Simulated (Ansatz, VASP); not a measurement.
CdS in VASP and in Ansatz

```
Cd S
1.0
     0.00000    2.89693    2.89693
     2.89693    0.00000    2.89693
     2.89693    2.89693    0.00000
Cd S
1 1
Cartesian
  0.0000 0.0000 0.0000
  1.4485 1.4485 1.4485
```

Alike in both runs: task single point; functional PBEsol; k mesh 7 × 7 × 7; no spin polarisation.

|  | VASP | Ansatz |
| --- | --- | --- |
| version | VASP 6.6.1 | Ansatz 0.2.0 |
| potentials or method | VASP PAW PBE potentials, release 64 (Cd, S), cutoff 520 eV | plane waves, PAW |
| occupations | gaussian, width 0.01 eV | fixed |
| valence electrons in the cell | 18 | 26 |

```tsv
	VASP	Ansatz	Ansatz less VASP
gap on the k mesh at the Fermi level (eV)	1.05	1.04	-0.006
pressure (GPa)	1.4	1.0	-0.42
```

VASP's potentials were made for PBE, not for PBEsol. VASP's potentials hold 18 valence electrons a cell and Ansatz's 26, so a difference there can come from the potentials and not from the codes.
